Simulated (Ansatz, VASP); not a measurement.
Two plane-wave programs on Ta

```
Ta
1.0
     0.00000    2.98886    2.98886
     2.98886    0.00000    2.98886
     2.98886    2.98886    0.00000
Ta
2
Direct
  0.12500 0.12500 0.12500
  0.87500 0.87500 0.87500
```

Alike in both runs: task single point; functional r2SCAN; k mesh 10 × 10 × 10; occupations fermi-dirac, width 0.1 eV; no spin polarisation.

|  | VASP | Ansatz |
| --- | --- | --- |
| version | VASP 6.6.1 | Ansatz 0.2.0 |
| potentials or method | VASP PAW PBE potentials, release 64 (Ta_pv), cutoff 520 eV | plane waves (500 eV) with PAW, scalar-relativistic |
| valence electrons in the cell | 22 | 26 |

Ansatz gave:

| Property | Result |
| --- | --- |
| pressure (GPa) | 3.0 |

Q: Estimate VASP's values.

A: Pressure (GPa): 3.4.

VASP's potentials were made for PBE, not for r2SCAN. VASP's potentials hold 22 valence electrons a cell and Ansatz's 26, so a difference there can come from the potentials and not from the codes.

Neither program's run includes spin-orbit coupling.
